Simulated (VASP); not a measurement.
# TiAl3 (P6_3/mmc) in VASP: single point with PBE

Aim: the single point of TiAl3 with PBE.

All numbers are computed with VASP 6.6.1; they aren't measurements. Logs are shortened: lines on timing, memory, paths and dates and some standing lists are left out, and cuts for length are marked.

### Step 1. The cell of the first run

Symmetry: P6_3/mmc, No. 194, hexagonal system. Conventional cell: a = 5.572 Å, b = 5.572 Å, c = 4.725 Å, α = 90.00°, β = 90.00°, γ = 120.00°. Within 3.7 Å of Ti (site symmetry -6m2) lie 12 Al at 2.79 to 2.86 Å. Within 3.7 Å of Al (site symmetry mm2) lie 8 Al at 2.77 to 2.85 Å and 4 Ti at 2.79 to 2.86 Å.

### Step 2. Single point, PBE

The input, POSCAR:

```
TiAl3
1.0
    5.5723051360      0.0000000000      0.0000000000
   -2.7861525680      4.8257578054      0.0000000000
    0.0000000000      0.0000000000      4.7252906251
Ti Al
2 6
Direct
    0.6666666667      0.3333333333      0.2500000000
    0.3333333333      0.6666666667      0.7500000000
    0.1659616332      0.3319232664      0.2500000000
    0.1659616332      0.8340383668      0.2500000000
    0.6680767336      0.8340383668      0.2500000000
    0.3319232664      0.1659616332      0.7500000000
    0.8340383668      0.1659616332      0.7500000000
    0.8340383668      0.6680767336      0.7500000000
```

The input, INCAR.step1:

```
PREC = Accurate
ENCUT = 520
EDIFF = 1E-6
ISMEAR = 0
SIGMA = 0.1
LREAL = F
LASPH = T
NELM = 80
ALGO = Fast
ISIF = 2
LWAVE = F
LCHARG = T
LMAXMIX = 4
GGA = PE
NBANDS = 31
```

The input, KPOINTS.step1:

```
regular mesh
0
Gamma
  12 12 8
```

The input, INCAR.step2:

```
PREC = Accurate
ENCUT = 520
EDIFF = 1E-6
ISMEAR = -5
SIGMA = 0.1
LREAL = F
LASPH = T
NELM = 80
ALGO = Fast
ISIF = 2
LWAVE = F
LCHARG = F
LMAXMIX = 4
GGA = PE
LORBIT = 10
NEDOS = 1001
ICHARG = 11
```

The input, KPOINTS.step2:

```
regular mesh
0
Gamma
  18 18 12
```

Potentials or basis: VASP PAW PBE potentials, release 64 (Ti_sv, Al).

Started as:

```sh
$ cat potpaw_PBE.64/Ti_sv/POTCAR potpaw_PBE.64/Al/POTCAR > POTCAR
$ cp INCAR.step1 INCAR
$ cp KPOINTS.step1 KPOINTS
$ mpirun -np 1 vasp_std > vasp.out
$ cp INCAR.step2 INCAR
$ cp KPOINTS.step2 KPOINTS
$ mpirun -np 1 vasp_std > vasp.out
```

OUTCAR:

```text
PREC = Accurate
   ENCUT = 520
   EDIFF = 1E-6
   ISMEAR = -5
   LREAL = F
   LASPH = T
   NELM = 80
   ISIF = 2
   GGA = PE
   LORBIT = 10
   ICHARG = 11

 ion  position               nearest neighbor table
   1  0.667  0.333  0.250-   5 2.79   3 2.79   4 2.79   4 2.79   5 2.79   3 2.79   7 2.86   7 2.86
                             8 2.86   8 2.86   6 2.86   6 2.86
   2  0.333  0.667  0.750-   6 2.79   8 2.79   7 2.79   7 2.79   6 2.79   8 2.79   4 2.86   4 2.86
                             3 2.86   3 2.86   5 2.86   5 2.86
   3  0.166  0.332  0.250-   4 2.77   5 2.77   1 2.79   1 2.79   4 2.80   5 2.80   6 2.85   7 2.85
                             6 2.85   7 2.85   2 2.86   2 2.86
   4  0.166  0.834  0.250-   3 2.77   5 2.77   1 2.79   1 2.79   3 2.80   5 2.80   6 2.85   6 2.85
                             8 2.85   8 2.85   2 2.86   2 2.86
   5  0.668  0.834  0.250-   3 2.77   4 2.77   1 2.79   1 2.79   3 2.80   4 2.80   7 2.85   7 2.85
                             8 2.85   8 2.85   2 2.86   2 2.86
   6  0.332  0.166  0.750-   8 2.77   7 2.77   2 2.79   2 2.79   8 2.80   7 2.80   4 2.85   4 2.85
                             3 2.85   3 2.85   1 2.86   1 2.86
   7  0.834  0.166  0.750-   8 2.77   6 2.77   2 2.79   2 2.79   8 2.80   6 2.80   5 2.85   5 2.85
                             3 2.85   3 2.85   1 2.86   1 2.86
   8  0.834  0.668  0.750-   6 2.77   7 2.77   2 2.79   2 2.79   7 2.80   6 2.80   5 2.85   4 2.85
                             5 2.85   4 2.85   1 2.86   1 2.86

  LATTYP: Found a hexagonal cell.
 ALAT       =     5.5723051360
 C/A-ratio  =     0.8479956696

  Lattice vectors:

 A1 = (   5.5723051360,   0.0000000000,   0.0000000000)
 A2 = (  -2.7861525680,   4.8257578054,   0.0000000000)
 A3 = (   0.0000000000,   0.0000000000,   4.7252906251)

Analysis of symmetry for initial positions (statically):
=====================================================================
 Subroutine PRICEL returns:
 Original cell was already a primitive cell.

 Routine SETGRP: Setting up the symmetry group for a
 hexagonal supercell.

 Subroutine GETGRP returns: Found 24 space group operations
 (whereof 12 operations were pure point group operations)
 out of a pool of 24 trial point group operations.

The static configuration has the point symmetry D_3d.
 The point group associated with its full space group is D_6h.

Analysis of symmetry for dynamics (positions and initial velocities):
=====================================================================
 Subroutine PRICEL returns:
 Original cell was already a primitive cell.

 Routine SETGRP: Setting up the symmetry group for a
 hexagonal supercell.

 Subroutine GETGRP returns: Found 24 space group operations
 (whereof 12 operations were pure point group operations)
 out of a pool of 24 trial point group operations.

The dynamic configuration has the point symmetry D_3d.
 The point group associated with its full space group is D_6h.

 Subroutine INISYM returns: Found 24 space group operations
 (whereof 12 operations are pure point group operations),
 and found     1 'primitive' translations

----------------------------------------------------------------------------------------

                                     Primitive cell

  volume of cell :     127.0659

  direct lattice vectors                    reciprocal lattice vectors
     5.572305136  0.000000000  0.000000000     0.179458945  0.103610670  0.000000000
    -2.786152568  4.825757805  0.000000000     0.000000000  0.207221340  0.000000000
     0.000000000  0.000000000  4.725290625     0.000000000  0.000000000  0.211627195

  length of vectors
     5.572305136  5.572305136  4.725290625     0.207221340  0.207221340  0.211627195

  position of ions in fractional coordinates (direct lattice)
     0.666666667  0.333333333  0.250000000
     0.333333333  0.666666667  0.750000000
     0.165961633  0.331923266  0.250000000
     0.165961633  0.834038367  0.250000000
     0.668076734  0.834038367  0.250000000
     0.331923266  0.165961633  0.750000000
     0.834038367  0.165961633  0.750000000
     0.834038367  0.668076734  0.750000000

  ion indices of the primitive-cell ions
   primitive index   ion index
                 1           1
                 2           2
[... 22 lines left out ...]
  Length of vectors
     0.011512297  0.011512297  0.017635600

  Shift w.r.t. Gamma in fractional coordinates (k-lattice)
     0.000000000  0.000000000  0.000000000

 TETIRR: Found   3954 inequivalent tetrahedra from    23328

 Subroutine IBZKPT returns following result:
 ===========================================

 Found    259 irreducible k-points:

 Following reciprocal coordinates:
            Coordinates               Weight
  0.000000  0.000000  0.000000      1.000000
  0.055556  0.000000  0.000000      6.000000
  0.111111  0.000000  0.000000      6.000000
  0.166667  0.000000  0.000000      6.000000
  0.222222  0.000000  0.000000      6.000000
  0.277778  0.000000  0.000000      6.000000
[... 16 lines left out ...]
  0.333333  0.111111  0.000000     12.000000
  0.388889  0.111111  0.000000     12.000000
 [... further k-points ...]
   k-points           NKPTS =    259   k-points in BZ     NKDIM =    259   number of bands    NBANDS=     26
   number of dos      NEDOS =   1001   number of ions     NIONS =      8
   total plane-waves  NPLWV =  63504
   dimension x,y,z NGX =    42 NGY =   42 NGZ =   36
   dimension x,y,z NGXF=    84 NGYF=   84 NGZF=   72
   ions per type =               2   6
   NGX,Y,Z   is equivalent  to a cutoff of  12.53, 12.53, 12.67 a.u.
   NGXF,Y,Z  is equivalent  to a cutoff of  25.06, 25.06, 25.33 a.u.
 SYSTEM =  unknown system
   PREC   = accura    normal or accurate (medium, high low for compatibility)
   ISTART =      0    job   : 0-new  1-cont  2-samecut
   ICHARG =     11    charge: 1-file 2-atom 10-const
   ISPIN  =      1    spin polarized calculation?
   LNONCOLLINEAR =      F non collinear calculations
   LSORBIT =      F    spin-orbit coupling
   LASPH  =      T    aspherical Exc in radial PAW
   ENCUT  =  520.0 eV  38.22 Ry    6.18 a.u.  10.36 10.36  8.79*2*pi/ulx,y,z
   NELM   =     80;   NELMIN=  2; NELMDL=  0     # of ELM steps
   EDIFF  = 0.1E-05   stopping-criterion for ELM
   LREAL  =      F    real-space projection
   EDIFFG = 0.1E-04   stopping-criterion for IOM
   NSW    =      0    number of steps for IOM
   IBRION =     -1    ionic relax: 0-MD 1-quasi-New 2-CG
   NFREE  =      0    steps in history (QN), initial steepest desc. (CG)
   ISIF   =      2    stress and relaxation
   ISYM   =      2    0-nonsym 1-usesym 2-fastsym
   POTIM  = 0.5000    time-step for ionic-motion
   TEBEG  =    0.0;   TEEND  =   0.0 temperature during run
   PSTRESS=    0.0 pullay stress
   NELECT =      42.0000    total number of electrons
   NUPDOWN=      -1.0000    fix difference up-down
   EMIN   =  10.00;   EMAX   =-10.00  energy-range for DOS
   EFERMI =   0.00;   METHOD = LEGACY
   ISMEAR =    -5;   SIGMA  =   0.10  broadening in eV -4-tet -1-fermi 0-gaus
   EFERMI_NEDOS =   21; number of points for ismear=-14 and -15
   IALGO  =     68    algorithm
   IMIX   =      4    mixing-type and parameters
     AMIX     =   0.40;   BMIX     =  1.00
     AMIX_MAG =   1.60;   BMIX_MAG =  1.00
  volume/ion in A,a.u.               =      15.88       107.19
  Fermi-wavevector in a.u.,A,eV,Ry     =   1.131918  2.139015 17.432305  1.281238
  Thomas-Fermi vector in A             =   2.268618
   LORBIT       =     10    0 simple, 1 ext, 2 COOP (PROOUT), +10 PAW based schemes
   GGA     = PE    functional components
   LHFCALC =     F    Hartree Fock is set to
   AEXX    =    0.0000 exact exchange contribution
   IVDW    =     0    specifies the selected vdW correction
   LEPSILON=     F    determine dielectric tensor
   LRPA    =     F    only Hartree local field effects (RPA)
 non-spin polarized calculation
 RMM-DIIS sequential band-by-band and
 Fermi weights with tetrahedron method with Bloechl corrections
  energy-cutoff  :      520.00
  volume of cell :      127.07
 maximum number of plane-waves:      3456
 NGX is ok and might be reduce to    42

 number of electron      42.0000002 magnetization

 Free energy of the ion-electron system (eV)
  ---------------------------------------------------
  ext. energy  EPLUGINS =         0.00000000
  ---------------------------------------------------
  free energy    TOTEN  =       -40.68912938 eV

  energy without entropy =      -40.68912938  energy(sigma->0) =      -40.68912938

 E-fermi :   8.7320     XC(G=0): -10.7265

 val. band max:        8.7737107295   @ k =   0.1667   0.1667   0.0000
 cond. band min:       8.6795496333   @ k =   0.1667   0.0556   0.0000
 fundamental gap:     -0.0941610963
 Fermi energy:         8.7319701750

 k-point     1 :       0.0000    0.0000    0.0000
  band No.  band energies     occupation
      1     -48.1795      2.00000
      2     -48.1776      2.00000
      3     -24.5128      2.00000
      4     -24.5128      2.00000
      5     -24.5000      2.00000
      6     -24.5000      2.00000
[... 685 lines left out ...]
     25       9.7280      0.00000
     26      10.0499      0.00000

 [... further k-points ...]

------------------------ aborting loop because EDIFF is reached ----------------------------------------

  FORCE on cell =-STRESS in cart. coord.  units (eV):
  Direction    XX          YY          ZZ          XY          YZ          ZX
  --------------------------------------------------------------------------------------
  -------------------------------------------------------------------------------------
  Total        0.0471721      0.0471721      0.1214801      0.0000000     -0.0000000      0.0000000
  in kB        0.5947949      0.5947949      1.5317467      0.0000000     -0.0000000      0.0000000
  external PRESSURE =       0.9071122 kB  Pullay stress =       0.0000000 kB

 VOLUME and BASIS-vectors are now :
 -----------------------------------------------------------------------------
  energy-cutoff  :      520.00
  volume of cell :      127.07
      direct lattice vectors                 reciprocal lattice vectors
     5.572305136  0.000000000  0.000000000     0.179458945  0.103610670  0.000000000
    -2.786152568  4.825757805  0.000000000     0.000000000  0.207221340  0.000000000
     0.000000000  0.000000000  4.725290625     0.000000000  0.000000000  0.211627195

 POSITION                                       TOTAL-FORCE (eV/Angst)
 -----------------------------------------------------------------------------------
      2.78615      1.60859      1.18132         0.000000      0.000000      0.000000
     -0.00000      3.21717      3.54397         0.000000      0.000000      0.000000
      0.00000      1.60178      1.18132         0.000000      0.023413     -0.000000
     -1.39897      4.02487      1.18132         0.020276     -0.011706     -0.000000
      1.39897      4.02487      1.18132        -0.020276     -0.011706     -0.000000
      1.38718      0.80089      3.54397         0.020276      0.011706     -0.000000
      4.18512      0.80089      3.54397        -0.020276      0.011706     -0.000000
      2.78615      3.22398      3.54397         0.000000     -0.023413     -0.000000
 -----------------------------------------------------------------------------------
    total drift:                               -0.000000      0.000000      0.000000

  FREE ENERGIE OF THE ION-ELECTRON SYSTEM (eV)
  ---------------------------------------------------
  free  energy   TOTEN  =       -40.6891293785 eV

  energy  without entropy=      -40.6891293785  energy(sigma->0) =      -40.68912938

 total charge

# of ion       s       p       d       tot
------------------------------------------
    1        2.172   6.095   2.036  10.303
    2        2.172   6.095   2.036  10.303
    3        0.411   0.391   0.000   0.802
    4        0.411   0.391   0.000   0.802
    5        0.411   0.391   0.000   0.802
    6        0.411   0.391   0.000   0.802
    7        0.411   0.391   0.000   0.802
    8        0.411   0.391   0.000   0.802
--------------------------------------------------
tot          6.811  14.536   4.072  25.420
```

Wall time 24 min (1 thread of Intel Xeon 6975P-C (Granite Rapids), shared host); peak memory 0.75 GiB.

What came out:

```yaml
Valence_electrons_inside_the_program's_atomic_spheres: Ti 10.30; Al 0.80
```

Caveat: tetrahedron occupations give inexact forces and stress in metals.
